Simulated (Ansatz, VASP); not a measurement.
**SnO2: VASP beside Ansatz**

Contents of INCAR:

```
SYSTEM = SnO2
PREC = Accurate ; ENCUT = 520
EDIFF = 1E-6 ; ISMEAR = -1
SIGMA = 0.02 ; LREAL = .False.
LASPH = .True. ; NELM = 80
ALGO = Normal ; ISIF = 2
LWAVE = .False. ; LCHARG = .False.
GGA = PE ; IBRION = 2
NSW = 80 ; EDIFFG = -0.02
```

KPOINTS

```
regular mesh
0
Gamma
  4 4 6
  0 0 0
```

POSCAR

```
SnO2
1.0
    4.7380000000      0.0000000000      0.0000000000
    0.0000000000      4.7380000000      0.0000000000
    0.0000000000      0.0000000000      3.1865000000
Sn O
2 4
Direct
    0.0000000000      0.0000000000      0.0000000000
    0.5000000000      0.5000000000      0.5000000000
    0.3071000000      0.3071000000      0.0000000000
    0.1929000000      0.8071000000      0.5000000000
    0.6929000000      0.6929000000      0.0000000000
    0.8071000000      0.1929000000      0.5000000000
```

Input for Ansatz:

```yaml
crystal:
  lattice:
    - [4.738, 0.0, 0.0]
    - [0.0, 4.738, 0.0]
    - [0.0, 0.0, 3.1865]
  atoms:
    - { symbol: Sn, position: [0.0, 0.0, 0.0] }
    - { symbol: Sn, position: [0.5, 0.5, 0.5] }
    - { symbol: O, position: [0.3071, 0.3071, 0.0] }
    - { symbol: O, position: [0.1929, 0.8071, 0.5] }
    - { symbol: O, position: [0.6929, 0.6929, 0.0] }
    - { symbol: O, position: [0.8071, 0.1929, 0.5] }
kpoints:
  mp_grid: { grid: [4, 4, 6] }
scf:
  occupations: { method: fermi_dirac, width: 0.02 }
hamiltonian:
  xc: pbe
  pseudopotentials: { kind: paw, frozen_core: stored }
output:
  forces: true
  stress: true
  populations: true
  efg: { quadrupole_moments_barn: { Sn: -0.132, O: -0.02558 } }
relax:
  f_tol: 0.02
  max_steps: 60
```

Alike in both runs: task relaxation of the atoms; functional PBE; k mesh 4 × 4 × 6; occupations fermi-dirac, width 0.02 eV; no spin polarisation.

```csv
,VASP,Ansatz
version,VASP 6.6.1,Ansatz 0.2.0
potentials or method,"VASP PAW PBE potentials, release 64 (Sn_d, O)","plane-wave PAW, scalar-relativistic"
plane-wave cutoff (eV),520,420
valence electrons in the cell,52,52
```

VASP gave:

* gap on the k mesh at the Fermi level, each at its own relaxed structure (eV): 1.23

Question: Which values does Ansatz return?

Answer: gap on the k mesh at the Fermi level, each at its own relaxed structure (eV): 1.24.

Ansatz's warnings: stress scf threshold loose.
